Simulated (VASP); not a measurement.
# SiC in VASP: notebook

SiC is run at these levels: PBEsol; tasks: single point.

Everything below comes from runs of VASP 6.6.1. Logs are shortened: lines on timing, memory, paths and dates and some standing lists are left out, and cuts for length are marked.

## 1. The cell of the first run

The typed cell holds 12 atoms: a = 3.079 Å, b = 3.079 Å, c = 15.107 Å, α = 90.00°, β = 90.00°, γ = 120.01°.

## 2. Single point, PBEsol

File INCAR:

```
PREC = Accurate
ENCUT = 520
EDIFF = 1E-6
ISMEAR = 0
SIGMA = 0.1
LREAL = False
LASPH = True
NELM = 100
ALGO = Normal
ISIF = 2
LWAVE = False
LCHARG = False
GGA = PS
NBANDS = 36
```

File KPOINTS:

```
Automatic mesh
0
Gamma
  8 8 2
```

File POSCAR:

```
SiC
1.0
    1.5394636107     -2.6670002963      0.0000000000
    1.5394636107      2.6670002963      0.0000000000
    0.0000000000      0.0000000000     15.1071446021
Si C
6 6
Direct
    0.1666934932      0.8333065068      0.3576507655
    0.8333065068      0.1666934932      0.8576507655
    0.4999465099      0.5000534901      0.0245139565
    0.5000534901      0.4999465099      0.5245139565
    0.8333020849      0.1666979151      0.1912337371
    0.1666979151      0.8333020849      0.6912337371
    0.4999577032      0.5000422968      0.1498537065
    0.5000422968      0.4999577032      0.6498537065
    0.1667149958      0.8332850042      0.4826737356
    0.8332850042      0.1667149958      0.9826737356
    0.8333492785      0.1666507215      0.3162140989
    0.1666507215      0.8333492785      0.8162140989
```

Potentials or basis: VASP PAW PBE potentials, release 64 (Si, C).

Command:

```console
> cat potpaw_PBE.64/Si/POTCAR potpaw_PBE.64/C/POTCAR > POTCAR
> mpirun -np 1 vasp_std > vasp.out
```

OUTCAR:

```text
PREC = Accurate
   ENCUT = 520
   EDIFF = 1E-6
   ISMEAR = 0
   LREAL = False
   LASPH = True
   NELM = 100
   ISIF = 2
   GGA = PS

 ion  position               nearest neighbor table
   1  0.167  0.833  0.358-  11 1.88  11 1.88  11 1.89   9 1.89   5 3.08   5 3.08   5 3.08   4 3.08
                             4 3.08   4 3.08
   2  0.833  0.167  0.858-  12 1.88  12 1.88  12 1.89  10 1.89   6 3.08   6 3.08   6 3.08   3 3.08
                             3 3.08   3 3.08
   3  0.500  0.500  0.025-  10 1.89  10 1.89  10 1.89   7 1.89   5 3.08   5 3.08   5 3.08   2 3.08
                             2 3.08   2 3.08
   4  0.500  0.500  0.525-   9 1.89   9 1.89   9 1.89   8 1.89   6 3.08   6 3.08   6 3.08   1 3.08
                             1 3.08   1 3.08
   5  0.833  0.167  0.191-   7 1.88   7 1.88   7 1.88  11 1.89   1 3.08   1 3.08   1 3.08   3 3.08
                             3 3.08   3 3.08
   6  0.167  0.833  0.691-   8 1.88   8 1.88   8 1.88  12 1.89   2 3.08   2 3.08   2 3.08   4 3.08
                             4 3.08   4 3.08
   7  0.500  0.500  0.150-   5 1.88   5 1.88   5 1.88   3 1.89
   8  0.500  0.500  0.650-   6 1.88   6 1.88   6 1.88   4 1.89
   9  0.167  0.833  0.483-   4 1.89   4 1.89   4 1.89   1 1.89
  10  0.833  0.167  0.983-   3 1.89   3 1.89   3 1.89   2 1.89
  11  0.833  0.167  0.316-   1 1.88   1 1.88   1 1.89   5 1.89
  12  0.167  0.833  0.816-   2 1.88   2 1.88   2 1.89   6 1.89

  LATTYP: Found a base centered orthorhombic cell.
 ALAT       =     3.0789272214
 B/A-ratio  =     1.7324217849
 C/A-ratio  =     4.9066260797

  Lattice vectors:

 A1 = (   1.5394636107,  -2.6670002963,   0.0000000000)
 A2 = (   1.5394636107,   2.6670002963,   0.0000000000)
 A3 = (   0.0000000000,   0.0000000000,  15.1071446021)

Analysis of symmetry for initial positions (statically):
=====================================================================
 Subroutine PRICEL returns:
 Original cell was already a primitive cell.

 Routine SETGRP: Setting up the symmetry group for a
 base centered orthorhombic supercell.

 Subroutine GETGRP returns: Found  4 space group operations
 (whereof  2 operations were pure point group operations)
 out of a pool of  8 trial point group operations.

The static configuration has the point symmetry C_1h.
 The point group associated with its full space group is C_2v.

Analysis of symmetry for dynamics (positions and initial velocities):
=====================================================================
 Subroutine PRICEL returns:
 Original cell was already a primitive cell.

 Routine SETGRP: Setting up the symmetry group for a
 base centered orthorhombic supercell.

 Subroutine GETGRP returns: Found  4 space group operations
 (whereof  2 operations were pure point group operations)
 out of a pool of  8 trial point group operations.

The dynamic configuration has the point symmetry C_1h.
 The point group associated with its full space group is C_2v.

 Subroutine INISYM returns: Found  4 space group operations
 (whereof  2 operations are pure point group operations),
 and found     1 'primitive' translations

----------------------------------------------------------------------------------------

                                     Primitive cell

  volume of cell :     124.0523

  direct lattice vectors                    reciprocal lattice vectors
     1.539463611 -2.667000296  0.000000000     0.324788450 -0.187476545  0.000000000
     1.539463611  2.667000296  0.000000000     0.324788450  0.187476545  0.000000000
     0.000000000  0.000000000 15.107144602     0.000000000  0.000000000  0.066193846

  length of vectors
     3.079421827  3.079421827 15.107144602     0.375013322  0.375013322  0.066193846

  position of ions in fractional coordinates (direct lattice)
     0.166693493  0.833306507  0.357650765
     0.833306507  0.166693493  0.857650765
     0.499946510  0.500053490  0.024513957
     0.500053490  0.499946510  0.524513957
     0.833302085  0.166697915  0.191233737
     0.166697915  0.833302085  0.691233737
     0.499957703  0.500042297  0.149853706
     0.500042297  0.499957703  0.649853706
     0.166714996  0.833285004  0.482673736
     0.833285004  0.166714996  0.982673736
     0.833349279  0.166650721  0.316214099
     0.166650721  0.833349279  0.816214099

  ion indices of the primitive-cell ions
   primitive index   ion index
                 1           1
                 2           2
                 3           3
                 4           4
                 5           5
                 6           6
                 7           7
                 8           8
                 9           9
                10          10
                11          11
                12          12

----------------------------------------------------------------------------------------

 KPOINTS: Automatic mesh

Automatic generation of k-mesh.
 Grid dimensions read from file:
 generate k-points for:    8    8    2

 Generating k-lattice:

  Cartesian coordinates                     Fractional coordinates (reciprocal lattice)
     0.040598556 -0.023434568  0.000000000     0.125000000  0.000000000  0.000000000
     0.040598556  0.023434568  0.000000000     0.000000000  0.125000000  0.000000000
     0.000000000  0.000000000  0.033096923     0.000000000  0.000000000  0.500000000

  Length of vectors
     0.046876665  0.046876665  0.033096923

  Shift w.r.t. Gamma in fractional coordinates (k-lattice)
     0.000000000  0.000000000  0.000000000

 Subroutine IBZKPT returns following result:
 ===========================================

 Found     42 irreducible k-points:

 Following reciprocal coordinates:
            Coordinates               Weight
  0.000000  0.000000  0.000000      1.000000
  0.125000  0.000000  0.000000      4.000000
  0.250000  0.000000  0.000000      4.000000
  0.375000  0.000000  0.000000      4.000000
  0.500000  0.000000  0.000000      2.000000
  0.125000  0.125000  0.000000      2.000000
[... 16 lines left out ...]
  0.125000  0.000000  0.500000      4.000000
  0.250000  0.000000  0.500000      4.000000
 [... further k-points ...]
   k-points           NKPTS =     42   k-points in BZ     NKDIM =     42   number of bands    NBANDS=     36
   number of dos      NEDOS =    301   number of ions     NIONS =     12
   total plane-waves  NPLWV =  64512
   dimension x,y,z NGX =    24 NGY =   24 NGZ =  112
   dimension x,y,z NGXF=    48 NGYF=   48 NGZF=  224
   ions per type =               6   6
   NGX,Y,Z   is equivalent  to a cutoff of  12.96, 12.96, 12.32 a.u.
   NGXF,Y,Z  is equivalent  to a cutoff of  25.91, 25.91, 24.65 a.u.
 SYSTEM =  unknown system
   PREC   = accura    normal or accurate (medium, high low for compatibility)
   ISTART =      0    job   : 0-new  1-cont  2-samecut
   ICHARG =      2    charge: 1-file 2-atom 10-const
   ISPIN  =      1    spin polarized calculation?
   LNONCOLLINEAR =      F non collinear calculations
   LSORBIT =      F    spin-orbit coupling
   LASPH  =      T    aspherical Exc in radial PAW
   ENCUT  =  520.0 eV  38.22 Ry    6.18 a.u.   5.73  5.73 28.09*2*pi/ulx,y,z
   NELM   =    100;   NELMIN=  2; NELMDL= -5     # of ELM steps
   EDIFF  = 0.1E-05   stopping-criterion for ELM
   LREAL  =      F    real-space projection
   EDIFFG = 0.1E-04   stopping-criterion for IOM
   NSW    =      0    number of steps for IOM
   IBRION =     -1    ionic relax: 0-MD 1-quasi-New 2-CG
   NFREE  =      0    steps in history (QN), initial steepest desc. (CG)
   ISIF   =      2    stress and relaxation
   ISYM   =      2    0-nonsym 1-usesym 2-fastsym
   POTIM  = 0.5000    time-step for ionic-motion
   TEBEG  =    0.0;   TEEND  =   0.0 temperature during run
   PSTRESS=    0.0 pullay stress
   NELECT =      48.0000    total number of electrons
   NUPDOWN=      -1.0000    fix difference up-down
   EMIN   =  10.00;   EMAX   =-10.00  energy-range for DOS
   EFERMI =   0.00;   METHOD = LEGACY
   ISMEAR =     0;   SIGMA  =   0.10  broadening in eV -4-tet -1-fermi 0-gaus
   EFERMI_NEDOS =   21; number of points for ismear=-14 and -15
   IALGO  =     38    algorithm
   IMIX   =      4    mixing-type and parameters
     AMIX     =   0.40;   BMIX     =  1.00
     AMIX_MAG =   1.60;   BMIX_MAG =  1.00
  volume/ion in A,a.u.               =      10.34        69.76
  Fermi-wavevector in a.u.,A,eV,Ry     =   1.192945  2.254338 19.362681  1.423117
  Thomas-Fermi vector in A             =   2.328971
   LORBIT       =      0    0 simple, 1 ext, 2 COOP (PROOUT), +10 PAW based schemes
   GGA     = PS    functional components
   LHFCALC =     F    Hartree Fock is set to
   AEXX    =    0.0000 exact exchange contribution
   IVDW    =     0    specifies the selected vdW correction
   LEPSILON=     F    determine dielectric tensor
   LRPA    =     F    only Hartree local field effects (RPA)
 non-spin polarized calculation
 Gauss-broadening in eV      SIGMA  =   0.10
  energy-cutoff  :      520.00
  volume of cell :      124.05
 maximum number of plane-waves:      3364
   NGX = 11   NGY = 11   NGZ = 57

 number of electron      48.0000000 magnetization

 Free energy of the ion-electron system (eV)
  ---------------------------------------------------
  ext. energy  EPLUGINS =         0.00000000
  ---------------------------------------------------
  free energy    TOTEN  =       -95.50129791 eV

  energy without entropy =      -95.50129791  energy(sigma->0) =      -95.50129791

 E-fermi :   8.5676     XC(G=0): -11.5065

 val. band max:        8.1119540651   @ k =   0.0000   0.0000   0.0000
 cond. band min:      10.0221408725   @ k =   0.5000   0.0000   0.0000
 fundamental gap:      1.9101868074
 Fermi energy:         8.5676332780

 k-point     1 :       0.0000    0.0000    0.0000
  band No.  band energies     occupation
      1      -7.3718      2.00000
      2      -6.8441      2.00000
      3      -6.8156      2.00000
      4      -5.3061      2.00000
      5      -5.2783      2.00000
      6      -3.7638      2.00000
[... 28 lines left out ...]
     35      15.4298      0.00000
     36      15.4866      0.00000
[... 866 lines left out ...]
      6      -3.4019      2.00000
[... 28 lines left out ...]
     35      16.0820      0.00000
     36      16.0821      0.00000

 [... further k-points ...]
[... 5 lines left out ...]
  --------------------------------------------------------------------------------------
  -------------------------------------------------------------------------------------
  Total        0.2633020      0.1801874      0.2418151      0.0000000      0.0000000      0.0000000
  in kB        3.4006337      2.3271814      3.1231236      0.0000000      0.0000000      0.0000000
  external PRESSURE =       2.9503129 kB  Pullay stress =       0.0000000 kB

 VOLUME and BASIS-vectors are now :
 -----------------------------------------------------------------------------
  energy-cutoff  :      520.00
  volume of cell :      124.05
      direct lattice vectors                 reciprocal lattice vectors
     1.539463611 -2.667000296  0.000000000     0.324788450 -0.187476545  0.000000000
     1.539463611  2.667000296  0.000000000     0.324788450  0.187476545  0.000000000
     0.000000000  0.000000000 15.107144602     0.000000000  0.000000000  0.066193846

 POSITION                                       TOTAL-FORCE (eV/Angst)
 -----------------------------------------------------------------------------------
      1.53946      1.77786      5.40308         0.000000      0.002271      0.024027
      1.53946     -1.77786     12.95665         0.000000     -0.002271      0.024027
      1.53946      0.00029      0.37034         0.000000     -0.002349     -0.017604
      1.53946     -0.00029      7.92391         0.000000      0.002349     -0.017604
      1.53946     -1.77783      2.88900         0.000000      0.001901     -0.009152
      1.53946      1.77783     10.44257         0.000000     -0.001901     -0.009152
      1.53946      0.00023      2.26386         0.000000     -0.003122      0.004226
      1.53946     -0.00023      9.81743         0.000000      0.003122      0.004226
      1.53946      1.77774      7.29182         0.000000     -0.001556      0.006905
      1.53946     -1.77774     14.84539         0.000000      0.001556      0.006905
      1.53946     -1.77809      4.77709         0.000000     -0.001909     -0.008403
      1.53946      1.77809     12.33066         0.000000      0.001909     -0.008403
 -----------------------------------------------------------------------------------
    total drift:                               -0.000000      0.000000     -0.000202

  FREE ENERGIE OF THE ION-ELECTRON SYSTEM (eV)
  ---------------------------------------------------
  free  energy   TOTEN  =       -95.5012979066 eV

  energy  without entropy=      -95.5012979066  energy(sigma->0) =      -95.50129791
```

Wall time 5.5 min (1 thread of Intel Xeon 8259CL, shared host); peak memory 0.28 GiB.

What came out:

```yaml
Free_energy: -95.5013 eV
Pressure: 0.3 GPa
Largest_force: 0.024 eV/Å
Band_gap_on_the_k_mesh: 1.91 eV (least direct gap 3.01 eV)
```

Forces in eV/Å, atoms in the order of the input:
```
Si   0.000  0.002  0.024
Si   0.000 -0.002  0.024
Si   0.000 -0.002 -0.018
Si   0.000  0.002 -0.018
Si   0.000  0.002 -0.009
Si   0.000 -0.002 -0.009
C    0.000 -0.003  0.004
C    0.000  0.003  0.004
C    0.000 -0.002  0.007
C    0.000  0.002  0.007
C    0.000 -0.002 -0.008
C    0.000  0.002 -0.008
```

Stress tensor (GPa, compression positive):
```
0.34 0.00 0.00
0.00 0.23 0.00
0.00 0.00 0.31
```

Caveat: the PAW data sets were made with another functional, which shifts forces and pressure a little.

## 3. Single point, PBEsol

File INCAR:

```
SYSTEM = SiC
PREC = Accurate
ENCUT = 520
EDIFF = 1E-6
ISMEAR = 0
SIGMA = 0.02
LREAL = .False.
LASPH = .True.
NELM = 80
ALGO = Normal
ISIF = 2
LWAVE = .False.
LCHARG = .False.
GGA = PS
NBANDS = 36
```

File KPOINTS:

```
regular mesh
0
Gamma
  12 12 2
  0 0 0
```

File POSCAR:

```
SiC
1.0
    1.5395241047     -2.6664185034      0.0000000000
    1.5395241047      2.6664185034      0.0000000000
    0.0000000000      0.0000000000     15.1076607567
Si C
6 6
Direct
    0.1666929798      0.8333070202      0.3576971536
    0.8333070202      0.1666929798      0.8576971536
    0.4999738120      0.5000261880      0.0244976023
    0.5000261880      0.4999738120      0.5244976023
    0.8333525365      0.1666474635      0.1912141303
    0.1666474635      0.8333525365      0.6912141303
    0.4999871220      0.5000128780      0.1498337429
    0.5000128780      0.4999871220      0.6498337429
    0.1666637916      0.8333362084      0.4826966271
    0.8333362084      0.1666637916      0.9826966271
    0.8333278042      0.1666721958      0.3162007440
    0.1666721958      0.8333278042      0.8162007440
```

Potentials or basis: VASP PAW PBE potentials, release 64 (Si, C).

Command:

```console
> cat potpaw_PBE.64/Si/POTCAR potpaw_PBE.64/C/POTCAR > POTCAR
> mpirun -np 1 vasp_std > vasp.out
```

It took 10 min on 1 thread of Intel Xeon 8259CL, shared host; peak memory 0.38 GiB.

Results (log left out):

| Quantity | Value |
| --- | --- |
| Free energy | -95.5051 eV |
| Pressure | 0.3 GPa |
| Largest force | 0.006 eV/Å |
| Band gap on the k mesh | 1.91 eV (least direct gap 3.02 eV) |

Forces on the atoms (eV/Å):
```
Si   0.000  0.003  0.004
Si   0.000 -0.003  0.004
Si   0.000 -0.003 -0.005
Si   0.000  0.003 -0.005
Si   0.000  0.003 -0.002
Si   0.000 -0.003 -0.002
C    0.000 -0.002  0.003
C    0.000  0.002  0.003
C    0.000 -0.003  0.000
C    0.000  0.003  0.000
C    0.000 -0.003  0.000
C    0.000  0.003  0.000
```

Levels at points of the mesh, in eV from the valence-band top:
```
           k point  band 20  band 21  band 22  band 23  band 24  band 25  band 26  band 27  band 28  band 29
(0.00, 0.00, 0.00)    -0.30    -0.30    -0.04     0.00     0.00     5.12     5.29     5.70     6.21     6.26
(0.50, 0.00, 0.00)    -2.28    -1.82    -1.80    -1.68    -1.10     1.91     2.10     3.10     3.79     4.48
(0.50, 0.50, 0.00)    -2.28    -1.83    -1.80    -1.68    -1.11     1.91     2.10     3.10     3.79     4.48
(0.00, 0.00, 0.50)    -0.64    -0.10    -0.10    -0.10    -0.10     5.19     5.19     5.93     5.93     6.61
(0.50, 0.00, 0.50)    -2.37    -1.73    -1.73    -1.31    -1.31     1.95     1.95     3.32     3.32     4.73
(0.50, 0.50, 0.50)    -2.37    -1.73    -1.73    -1.31    -1.31     1.95     1.95     3.32     3.32     4.73
```

Caveat: the PAW data sets were made with another functional, which shifts forces and pressure a little. As with any semilocal functional, this PBEsol gap is likely too small.
